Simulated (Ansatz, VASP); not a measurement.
# Two plane-wave programs on SnSe

```
Sn Se
1.0
     2.10246    1.21386    3.43330
    -2.10246    1.21386    3.43330
     0.00000   -2.42771    3.43330
Sn Se
1 1
Direct
  0.50000 0.50000 0.50000
  0.00000 0.00000 0.00000
```

Alike in both runs: functional PBEsol; k mesh 8 × 8 × 8; occupations gaussian, width 0.02 eV; no spin polarisation.

Ansatz relaxed the structure, and its values are those at the end. VASP's run is a single point on that final structure, the one shown.

|  | VASP | Ansatz |
| --- | --- | --- |
| version | VASP 6.6.1 | Ansatz 0.2.0 |
| potentials or method | VASP PAW PBE potentials, release 64 (Sn_d, Se), cutoff 520 eV | scalar-relativistic, plane waves, PAW |
| valence electrons in the cell | 20 | 30 |

```tsv
	VASP	Ansatz	Ansatz less VASP
gap on the k mesh at the Fermi level (eV)	0.75	0.75	-0.001
least direct gap on the mesh (eV)	0.82	0.81	-0.002
pressure (GPa)	0.0	0.0	-0.02
```

VASP's potentials were made for PBE, not for PBEsol. VASP's potentials hold 20 valence electrons a cell and Ansatz's 30, so a difference there can come from the potentials and not from the codes. Ansatz's warnings: structure snapped to symmetry.
